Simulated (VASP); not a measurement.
Write the native input for VASP 6.6.1 that does the following.

```yaml
Task: relaxation of cell and atoms
Functional: r2SCAN
Potentials_or_basis: VASP PAW PBE potentials, release 64 (Mg, Au)
Cutoff: 600 eV
k_mesh: 10 × 10 × 10
Occupations: gaussian, width 0.1 eV
Spin: no spin polarisation
Dipole_correction: no
Further_INCAR_settings: ALGO = Normal; EDIFF = 1e-06; IBRION = 2; EDIFFG = -0.005; NSW = 100; ISIF = 3
```

Crystal: MgAu3.

```xyz
4
Lattice="4.1065 0.0000 0.0000 0.0000 4.1065 0.0000 0.0000 0.0000 4.1065" Properties=species:S:1:pos:R:3 pbc="T T T"
Mg    0.0000    0.0000    0.0000
Au    2.0533    2.0533    0.0000
Au    2.0533    0.0000    2.0533
Au    0.0000    2.0533    2.0533
```

These files were run (other wordings do the same):

POSCAR

```
MgAu3
1.0
    4.1065273200      0.0000000000      0.0000000000
    0.0000000000      4.1065273200      0.0000000000
    0.0000000000      0.0000000000      4.1065273200
Mg Au
1 3
Direct
    0.0000000000      0.0000000000      0.0000000000
    0.5000000000      0.5000000000      0.0000000000
    0.5000000000      0.0000000000      0.5000000000
    0.0000000000      0.5000000000      0.5000000000
```

INCAR.step1

```
SYSTEM = MgAu3
PREC = Accurate
ENCUT = 600
ISMEAR = 0
SIGMA = 0.1
LREAL = .FALSE.
LASPH = .TRUE.
NELM = 100
GGA = PE
ALGO = Normal
EDIFF = 1E-4
LWAVE = .TRUE.
LCHARG = .FALSE.
```

INCAR.step2

```
SYSTEM = MgAu3
PREC = Accurate
ENCUT = 600
EDIFF = 1E-6
ISMEAR = 0
SIGMA = 0.1
LREAL = .FALSE.
LASPH = .TRUE.
NELM = 100
ALGO = Normal
ISIF = 3
LWAVE = .FALSE.
LCHARG = .FALSE.
METAGGA = R2SCAN
LMIXTAU = .TRUE.
IBRION = 2
NSW = 100
EDIFFG = -0.005
ISTART = 1
```

KPOINTS

```
Automatic mesh
0
G
  10 10 10
  0 0 0
```

Potentials or basis: VASP PAW PBE potentials, release 64 (Mg, Au).

Command:

```console
$ cat potpaw_PBE.64/Mg/POTCAR potpaw_PBE.64/Au/POTCAR > POTCAR
$ cp INCAR.step1 INCAR
$ mpirun -np 1 vasp_std > vasp.out
$ cp INCAR.step2 INCAR
$ mpirun -np 1 vasp_std > vasp.out
```

It gave:

| Item | Value |
| --- | --- |
| Relaxed volume | 17.30 Å³/atom |
| Relaxed cell | a = 4.105 Å, b = 4.105 Å, c = 4.105 Å, α = 90.00°, β = 90.00°, γ = 90.00° |
| Space group after relaxing (to 0.05 Å) | Pm-3m (No. 221) |
| Energy gained by relaxing | 0.0 meV/atom |
| Ionic steps | 3 |
| Pressure after relaxing | 0.0 GPa |

Caveat: the PAW data sets were made with another functional, which shifts forces and pressure a little.

Wall time 3.7 min on 1 thread of Intel(R) Xeon(R) 6975P-C (Granite Rapids), with other jobs on the host, peak memory 0.29 GiB.
